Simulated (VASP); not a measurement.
# Ru in VASP: further runs

The runs below take Ru through single point, with PBEsol.

Program: VASP 6.6.1. These are calculated values, not measurements. Logs are shortened: lines on timing, memory, paths and dates and some standing lists are left out, and cuts for length are marked.

### 1 The cell of the first run

Symmetry: P6_3/mmc, No. 194, hexagonal system. Conventional cell: a = 2.651 Å, b = 2.651 Å, c = 4.194 Å, α = 90.00°, β = 90.00°, γ = 120.00°. Ru (site symmetry -6m2) has 12 Ru at 2.60 to 2.65 Å within 3.4 Å.

### 2 Single point, PBEsol (volume scaled by 0.94)

INCAR

```
SYSTEM = Ru
ALGO = Normal ; EDIFF = 1E-6
ENCUT = 520 ; GGA = PS
ISIF = 2 ; ISMEAR = -1
LASPH = .TRUE. ; LCHARG = .FALSE.
LREAL = .FALSE. ; LWAVE = .FALSE.
NBANDS = 21 ; NELM = 60
PREC = Accurate ; SIGMA = 0.03
```

KPOINTS

```
k-points
0
G
  14 14 8
  0 0 0
```

POSCAR

```
Ru
1.0
    2.6505634408      0.0000000000      0.0000000000
   -1.3252817204      2.2954552741      0.0000000000
    0.0000000000      0.0000000000      4.1944897589
Ru
2
Direct
    0.3333333333      0.6666666667      0.2500000000
    0.6666666667      0.3333333333      0.7500000000
```

Potentials or basis: VASP PAW PBE potentials, release 64 (Ru_pv).

Command:

```console
cat potpaw_PBE.64/Ru_pv/POTCAR > POTCAR
mpirun -np 1 vasp_std > vasp.out
```

OUTCAR:

```text
SYSTEM = Ru
   EDIFF = 1E-6
   ENCUT = 520
   GGA = PS
   ISIF = 2
   ISMEAR = -1
   LASPH = .TRUE.
   LREAL = .FALSE.
   NELM = 60
   PREC = Accurate

 ion  position               nearest neighbor table
   1  0.333  0.667  0.250-   2 2.60   2 2.60   2 2.60   2 2.60   2 2.60   2 2.60
   2  0.667  0.333  0.750-   1 2.60   1 2.60   1 2.60   1 2.60   1 2.60   1 2.60

  LATTYP: Found a hexagonal cell.
 ALAT       =     2.6505634408
 C/A-ratio  =     1.5824898564

  Lattice vectors:

 A1 = (   2.6505634408,   0.0000000000,   0.0000000000)
 A2 = (  -1.3252817204,   2.2954552741,   0.0000000000)
 A3 = (   0.0000000000,   0.0000000000,   4.1944897589)

Analysis of symmetry for initial positions (statically):
=====================================================================
 Subroutine PRICEL returns:
 Original cell was already a primitive cell.

 Routine SETGRP: Setting up the symmetry group for a
 hexagonal supercell.

 Subroutine GETGRP returns: Found 24 space group operations
 (whereof 12 operations were pure point group operations)
 out of a pool of 24 trial point group operations.

The static configuration has the point symmetry D_3d.
 The point group associated with its full space group is D_6h.

Analysis of symmetry for dynamics (positions and initial velocities):
=====================================================================
 Subroutine PRICEL returns:
 Original cell was already a primitive cell.

 Routine SETGRP: Setting up the symmetry group for a
 hexagonal supercell.

 Subroutine GETGRP returns: Found 24 space group operations
 (whereof 12 operations were pure point group operations)
 out of a pool of 24 trial point group operations.

The dynamic configuration has the point symmetry D_3d.
 The point group associated with its full space group is D_6h.

 Subroutine INISYM returns: Found 24 space group operations
 (whereof 12 operations are pure point group operations),
 and found     1 'primitive' translations

----------------------------------------------------------------------------------------

                                     Primitive cell

  volume of cell :      25.5203

  direct lattice vectors                    reciprocal lattice vectors
     2.650563441  0.000000000  0.000000000     0.377278274  0.217821713  0.000000000
    -1.325281720  2.295455274  0.000000000     0.000000000  0.435643426  0.000000000
     0.000000000  0.000000000  4.194489759     0.000000000  0.000000000  0.238408020

  length of vectors
     2.650563441  2.650563441  4.194489759     0.435643426  0.435643426  0.238408020

  position of ions in fractional coordinates (direct lattice)
     0.333333333  0.666666667  0.250000000
     0.666666667  0.333333333  0.750000000

  ion indices of the primitive-cell ions
   primitive index   ion index
                 1           1
                 2           2

----------------------------------------------------------------------------------------

 KPOINTS: k-points

Automatic generation of k-mesh.
 Grid dimensions read from file:
 generate k-points for:   14   14    8

 Generating k-lattice:

  Cartesian coordinates                     Fractional coordinates (reciprocal lattice)
     0.026948448  0.015558694  0.000000000     0.071428571  0.000000000  0.000000000
     0.000000000  0.031117388  0.000000000     0.000000000  0.071428571  0.000000000
     0.000000000  0.000000000  0.029801003     0.000000000  0.000000000  0.125000000

  Length of vectors
     0.031117388  0.031117388  0.029801003

  Shift w.r.t. Gamma in fractional coordinates (k-lattice)
     0.000000000  0.000000000  0.000000000

 Subroutine IBZKPT returns following result:
 ===========================================

 Found    120 irreducible k-points:

 Following reciprocal coordinates:
            Coordinates               Weight
  0.000000  0.000000  0.000000      1.000000
  0.071429  0.000000  0.000000      6.000000
  0.142857 -0.000000  0.000000      6.000000
  0.214286  0.000000  0.000000      6.000000
  0.285714  0.000000  0.000000      6.000000
  0.357143  0.000000  0.000000      6.000000
[... 16 lines left out ...]
  0.285714  0.285714  0.000000      6.000000
  0.357143  0.285714  0.000000      6.000000
 [... further k-points ...]
   k-points           NKPTS =    120   k-points in BZ     NKDIM =    120   number of bands    NBANDS=     21
   number of dos      NEDOS =    301   number of ions     NIONS =      2
   total plane-waves  NPLWV =  12800
   dimension x,y,z NGX =    20 NGY =   20 NGZ =   32
   dimension x,y,z NGXF=    40 NGYF=   40 NGZF=   64
   ions per type =               2
   NGX,Y,Z   is equivalent  to a cutoff of  12.54, 12.54, 12.68 a.u.
   NGXF,Y,Z  is equivalent  to a cutoff of  25.09, 25.09, 25.37 a.u.
 SYSTEM =  Ru
   PREC   = accura    normal or accurate (medium, high low for compatibility)
   ISTART =      0    job   : 0-new  1-cont  2-samecut
   ICHARG =      2    charge: 1-file 2-atom 10-const
   ISPIN  =      1    spin polarized calculation?
   LNONCOLLINEAR =      F non collinear calculations
   LSORBIT =      F    spin-orbit coupling
   LASPH  =      T    aspherical Exc in radial PAW
   ENCUT  =  520.0 eV  38.22 Ry    6.18 a.u.   4.93  4.93  7.80*2*pi/ulx,y,z
   NELM   =     60;   NELMIN=  2; NELMDL= -5     # of ELM steps
   EDIFF  = 0.1E-05   stopping-criterion for ELM
   LREAL  =      F    real-space projection
   EDIFFG = 0.1E-04   stopping-criterion for IOM
   NSW    =      0    number of steps for IOM
   IBRION =     -1    ionic relax: 0-MD 1-quasi-New 2-CG
   NFREE  =      0    steps in history (QN), initial steepest desc. (CG)
   ISIF   =      2    stress and relaxation
   ISYM   =      2    0-nonsym 1-usesym 2-fastsym
   POTIM  = 0.5000    time-step for ionic-motion
   TEBEG  =    0.0;   TEEND  =   0.0 temperature during run
   PSTRESS=    0.0 pullay stress
   NELECT =      28.0000    total number of electrons
   NUPDOWN=      -1.0000    fix difference up-down
   EMIN   =  10.00;   EMAX   =-10.00  energy-range for DOS
   EFERMI =   0.00;   METHOD = LEGACY
   ISMEAR =    -1;   SIGMA  =   0.03  broadening in eV -4-tet -1-fermi 0-gaus
   EFERMI_NEDOS =   21; number of points for ismear=-14 and -15
   IALGO  =     38    algorithm
   IMIX   =      4    mixing-type and parameters
     AMIX     =   0.40;   BMIX     =  1.00
     AMIX_MAG =   1.60;   BMIX_MAG =  1.00
  volume/ion in A,a.u.               =      12.76        86.11
  Fermi-wavevector in a.u.,A,eV,Ry     =   1.688491  3.190786 38.790241  2.851002
  Thomas-Fermi vector in A             =   2.770788
   LORBIT       =      0    0 simple, 1 ext, 2 COOP (PROOUT), +10 PAW based schemes
   GGA     = PS    functional components
   LHFCALC =     F    Hartree Fock is set to
   AEXX    =    0.0000 exact exchange contribution
   IVDW    =     0    specifies the selected vdW correction
   LEPSILON=     F    determine dielectric tensor
   LRPA    =     F    only Hartree local field effects (RPA)
 non-spin polarized calculation
  energy-cutoff  :      520.00
  volume of cell :       25.52
 maximum number of plane-waves:       703
 NGX is ok and might be reduce to    20
   NGX =  9   NGY =  9   NGZ = 15

 number of electron      27.9999992 magnetization

 Free energy of the ion-electron system (eV)
  ---------------------------------------------------
  ext. energy  EPLUGINS =         0.00000000
  ---------------------------------------------------
  free energy    TOTEN  =       -20.28224987 eV

  energy without entropy =      -20.27604546  energy(sigma->0) =      -20.27914766

 E-fermi :  13.8529     XC(G=0): -14.6683

 val. band max:       13.8323243927   @ k =   0.1429   0.1429   0.2500
 cond. band min:      13.8617899862   @ k =   0.0000   0.0000   0.3750
 fundamental gap:      0.0294655936
 Fermi energy:        13.8528886453

 k-point     1 :       0.0000    0.0000    0.0000
  band No.  band energies     occupation
      1     -29.9967      2.00000
      2     -28.8397      2.00000
      3     -28.8397      2.00000
      4     -28.6328      2.00000
      5     -28.6328      2.00000
      6     -28.5886      2.00000
[... 13 lines left out ...]
     20      24.0775      0.00000
     21      24.9439      0.00000

 k-point     2 :       0.0714    0.0000    0.0000
  band No.  band energies     occupation
      1     -29.9753      2.00000
      2     -28.8859      2.00000
      3     -28.8553      2.00000
      4     -28.6810      2.00000
      5     -28.6389      2.00000
      6     -28.5984      2.00000
[... 13 lines left out ...]
     20      24.0774      0.00000
     21      24.9142      0.00000

 k-point     3 :       0.1429   -0.0000    0.0000
  band No.  band energies     occupation
      1     -29.9132      2.00000
      2     -29.0154      2.00000
      3     -28.8977      2.00000
      4     -28.8137      2.00000
      5     -28.6570      2.00000
      6     -28.6281      2.00000
[... 13 lines left out ...]
     20      24.0773      0.00000
     21      24.8079      0.00000

 k-point     4 :       0.2143    0.0000    0.0000
  band No.  band energies     occupation
      1     -29.8166      2.00000
      2     -29.2022      2.00000
      3     -28.9995      2.00000
      4     -28.9566      2.00000
      5     -28.6851      2.00000
      6     -28.6777      2.00000
[... 13 lines left out ...]
     20      24.0772      0.00000
     21      24.6237      0.00000

 k-point     5 :       0.2857    0.0000    0.0000
  band No.  band energies     occupation
      1     -29.6959      2.00000
      2     -29.4091      2.00000
      3     -29.1983      2.00000
      4     -29.0196      2.00000
      5     -28.7461      2.00000
      6     -28.7180      2.00000
[... 13 lines left out ...]
     20      24.0769      0.00000
     21      24.4143      0.00000
[... 382 lines left out ...]
     20      24.0785      0.00000
     21      24.8708      0.00000

 k-point    22 :       0.3571    0.2143    0.0000
  band No.  band energies     occupation
      1     -29.6531      2.00000
      2     -29.4379      2.00000
      3     -29.3107      2.00000
      4     -29.2909      2.00000
      5     -29.0206      2.00000
      6     -29.0076      2.00000
[... 13 lines left out ...]
     20      24.0776      0.00000
     21      24.1246      0.00000

 k-point    23 :       0.2857    0.2857    0.0000
  band No.  band energies     occupation
      1     -29.6049      2.00000
      2     -29.4469      2.00000
      3     -29.2933      2.00000
      4     -29.2918      2.00000
      5     -29.0746      2.00000
      6     -29.0354      2.00000
[... 13 lines left out ...]
     20      24.0788      0.00000
     21      24.0813      0.00000

 k-point    24 :       0.3571    0.2857    0.0000
  band No.  band energies     occupation
      1     -29.6086      2.00000
      2     -29.3833      2.00000
      3     -29.3778      2.00000
      4     -29.2175      2.00000
      5     -29.1188      2.00000
      6     -29.1037      2.00000
[... 13 lines left out ...]
     20      24.0789      0.00000
     21      24.0798      0.00000

 [... further k-points ...]
[... 5 lines left out ...]
  --------------------------------------------------------------------------------------
  -------------------------------------------------------------------------------------
  Total        2.7009625      2.7009625      2.5565271     -0.0000000      0.0000000     -0.0000000
  in kB      169.5676357    169.5676357    160.4999160     -0.0000000      0.0000000     -0.0000000
  external PRESSURE =     166.5450624 kB  Pullay stress =       0.0000000 kB

 VOLUME and BASIS-vectors are now :
 -----------------------------------------------------------------------------
  energy-cutoff  :      520.00
  volume of cell :       25.52
      direct lattice vectors                 reciprocal lattice vectors
     2.650563441  0.000000000  0.000000000     0.377278274  0.217821713  0.000000000
    -1.325281720  2.295455274  0.000000000     0.000000000  0.435643426  0.000000000
     0.000000000  0.000000000  4.194489759     0.000000000  0.000000000  0.238408020

 POSITION                                       TOTAL-FORCE (eV/Angst)
 -----------------------------------------------------------------------------------
     -0.00000      1.53030      1.04862        -0.000000      0.000000      0.000000
      1.32528      0.76515      3.14587         0.000000     -0.000000      0.000000
 -----------------------------------------------------------------------------------
    total drift:                               -0.000000      0.000000     -0.000000

  FREE ENERGIE OF THE ION-ELECTRON SYSTEM (eV)
  ---------------------------------------------------
  free  energy   TOTEN  =       -20.2822498666 eV

  energy  without entropy=      -20.2760454607  energy(sigma->0) =      -20.27914766
```

It took 25 s on 1 thread of Intel Xeon Platinum 8488C (Sapphire Rapids), shared host; peak memory 0.17 GiB.

Results:

| Property | Result |
| --- | --- |
| Free energy | -20.2822 eV |
| Pressure | 16.7 GPa |
| Band gap on the k mesh | zero (band 14 reaches 15.69 eV, above the bottom of band 15 at 12.21 eV) |

Caveat: the PAW data sets were made with another functional, which shifts forces and pressure a little.

### 3 Single point, PBEsol (volume scaled by 0.98)

INCAR

```
SYSTEM = Ru
ALGO = Normal
EDIFF = 1E-7
ENCUT = 520
GGA = PS
ISIF = 2
ISMEAR = -1
LASPH = .TRUE.
LCHARG = .FALSE.
LREAL = .FALSE.
LWAVE = .FALSE.
NBANDS = 21
NELM = 60
PREC = Accurate
SIGMA = 0.03
```

KPOINTS is that of step 2.

POSCAR

```
Ru
1.0
    2.6876390600      0.0000000000      0.0000000000
   -1.3438195300      2.3275637022      0.0000000000
    0.0000000000      0.0000000000      4.2531615502
Ru
2
Direct
    0.3333333333      0.6666666667      0.2500000000
    0.6666666667      0.3333333333      0.7500000000
```

Potentials or basis: VASP PAW PBE potentials, release 64 (Ru_pv).

Command:

```console
cat potpaw_PBE.64/Ru_pv/POTCAR > POTCAR
mpirun -np 1 vasp_std > vasp.out
```

Run time: 27 s. Hardware: 1 thread of Intel Xeon Platinum 8488C (Sapphire Rapids), shared host; peak memory 0.17 GiB.

It converged, with:

- Free energy: -20.3387 eV
- Pressure: 0.4 GPa
- Band gap on the k mesh: zero (band 14 reaches 14.77 eV, above the bottom of band 15 at 11.52 eV)

Stress tensor (GPa, compression positive):
```
 0.98  0.00  0.00
 0.00  0.98  0.00
 0.00  0.00 -0.73
```

Levels at points of the mesh, in eV from the Fermi level:
| k point | band 10 | band 11 | band 12 | band 13 | band 14 | band 15 | band 16 | band 17 | band 18 | band 19 |
| --- | --- | --- | --- | --- | --- | --- | --- | --- | --- | --- |
| (0.00, 0.00, 0.00) | -2.67 | -2.49 | -1.96 | -1.96 | -1.42 | -1.42 | 1.24 | 1.24 | 1.27 | 10.23 |
| (0.50, 0.00, 0.00) | -3.10 | -2.13 | -1.85 | -1.56 | 1.51 | 1.94 | 2.01 | 4.19 | 6.26 | 10.26 |
| (0.00, 0.00, 0.50) | -2.84 | -2.84 | -2.84 | -2.79 | -2.79 | 0.59 | 0.59 | 0.59 | 0.59 | 10.27 |
| (0.50, 0.00, 0.50) | -4.67 | -1.08 | -1.08 | 0.46 | 0.46 | 1.77 | 1.77 | 3.46 | 3.46 | 10.25 |

Caveat: the PAW data sets were made with another functional, which shifts forces and pressure a little.

### 4 Single point, PBEsol (volume scaled by 1.01)

INCAR

```
PREC = Accurate
ENCUT = 520
EDIFF = 1E-7
ISMEAR = -1
SIGMA = 0.03
LREAL = F
LASPH = T
NELM = 100
ALGO = Normal
ISIF = 2
LWAVE = F
LCHARG = F
GGA = PS
NBANDS = 21
```

KPOINTS

```
regular mesh
0
Gamma
  14 14 8
```

POSCAR

```
Ru
1.0
    2.7147887668      0.0000000000      0.0000000000
   -1.3573943834      2.3510760380      0.0000000000
    0.0000000000      0.0000000000      4.2961256859
Ru
2
Direct
    0.3333333333      0.6666666667      0.2500000000
    0.6666666667      0.3333333333      0.7500000000
```

Command:

```console
cat potpaw_PBE.64/Ru_pv/POTCAR > POTCAR
mpirun -np 1 vasp_std > vasp.out
```

Wall time 27 s (1 thread of Intel Xeon Platinum 8488C (Sapphire Rapids), shared host); peak memory 0.17 GiB.

The run converged. Its results:

* Free energy: -20.3157 eV
* Pressure: -9.4 GPa
* Band gap on the k mesh: zero (band 14 reaches 14.13 eV, above the bottom of band 15 at 11.03 eV)

Stress tensor (GPa, compression positive):
```
 -8.70   0.00   0.00
  0.00  -8.70   0.00
  0.00   0.00 -10.90
```

Levels at points of the mesh, in eV from the Fermi level:
```
           k point  band 11  band 12  band 13  band 14  band 15  band 16  band 17  band 18
(0.00, 0.00, 0.00)    -2.38    -1.87    -1.87    -1.36    -1.36     1.19     1.19     1.24
(0.50, 0.00, 0.00)    -2.05    -1.80    -1.50     1.43     1.85     1.91     4.02     6.04
(0.00, 0.00, 0.50)    -2.71    -2.71    -2.70    -2.70     0.56     0.56     0.56     0.56
(0.50, 0.00, 0.50)    -1.03    -1.03     0.44     0.44     1.68     1.68     3.34     3.34
```

Caveat: the PAW data sets were made with another functional, which shifts forces and pressure a little.

### 5 Single point, PBEsol (volume scaled by 1.04)

INCAR

```
SYSTEM = Ru
PREC = Accurate ; ENCUT = 520
EDIFF = 1E-6 ; ISMEAR = -1
SIGMA = 0.03 ; LREAL = .False.
LASPH = .True. ; NELM = 100
ALGO = Normal ; ISIF = 2
LWAVE = .False. ; LCHARG = .False.
GGA = PS ; NBANDS = 21
```

KPOINTS

```
Automatic mesh
0
Gamma
  14 14 8
  0 0 0
```

POSCAR

```
Ru
1.0
    2.7414060403      0.0000000000      0.0000000000
   -1.3707030201      2.3741272730      0.0000000000
    0.0000000000      0.0000000000      4.3382472512
Ru
2
Direct
    0.3333333333      0.6666666667      0.2500000000
    0.6666666667      0.3333333333      0.7500000000
```

Command:

```console
cat potpaw_PBE.64/Ru_pv/POTCAR > POTCAR
mpirun -np 1 vasp_std > vasp.out
```

It took 25 s on 1 thread of Intel Xeon Platinum 8488C (Sapphire Rapids), shared host; peak memory 0.17 GiB.

It converged, with:

| Quantity | Value |
| --- | --- |
| Free energy | -20.2469 eV |
| Pressure | -17.6 GPa |
| Band gap on the k mesh | zero (band 14 reaches 13.53 eV, above the bottom of band 15 at 10.57 eV) |

Stress tensor (GPa, compression positive):
```
-16.75   0.00   0.00
  0.00 -16.75   0.00
  0.00   0.00 -19.33
```

Levels at points of the mesh, in eV from the Fermi level:
```tsv
k point	band 11	band 12	band 13	band 14	band 15	band 16	band 17	band 18
(0.00, 0.00, 0.00)	-2.28	-1.79	-1.79	-1.30	-1.30	1.14	1.14	1.21
(0.50, 0.00, 0.00)	-1.97	-1.74	-1.44	1.36	1.76	1.82	3.86	5.83
(0.00, 0.00, 0.50)	-2.59	-2.59	-2.59	-2.59	0.53	0.53	0.53	0.53
(0.50, 0.00, 0.50)	-0.98	-0.98	0.42	0.42	1.60	1.60	3.23	3.23
```

Caveat: the PAW data sets were made with another functional, which shifts forces and pressure a little.

(Continued in part 2 of 2.)
